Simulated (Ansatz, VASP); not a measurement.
# Rh: VASP beside Ansatz

```
CELL_PARAMETERS angstrom
0.00000 1.91494 1.91494
1.91494 0.00000 1.91494
1.91494 1.91494 0.00000
ATOMIC_POSITIONS crystal
Rh 0.00000 0.00000 0.00000
```

Alike in both runs: functional PBE; k mesh 18 × 18 × 18; occupations gaussian, width 0.1 eV; no spin polarisation.

Ansatz relaxed the structure, and its values are those at the end. VASP's run is a single point on that final structure, the one shown.

|  | VASP | Ansatz |
| --- | --- | --- |
| version | VASP 6.6.1 | Ansatz 0.2.0 |
| potentials or method | VASP PAW PBE potentials, release 64 (Rh_pv), cutoff 520 eV | scalar-relativistic, plane waves, PAW |
| valence electrons in the cell | 15 | 17 |

```tsv
	VASP	Ansatz	Ansatz less VASP
gap on the k mesh at the Fermi level (eV)	none	none	-
pressure (GPa)	0.1	0.0	-0.05
```

A gap of «none» marks a metal or a gap that the smearing closes. VASP's potentials hold 15 valence electrons a cell and Ansatz's 17, so a difference there can come from the potentials and not from the codes.
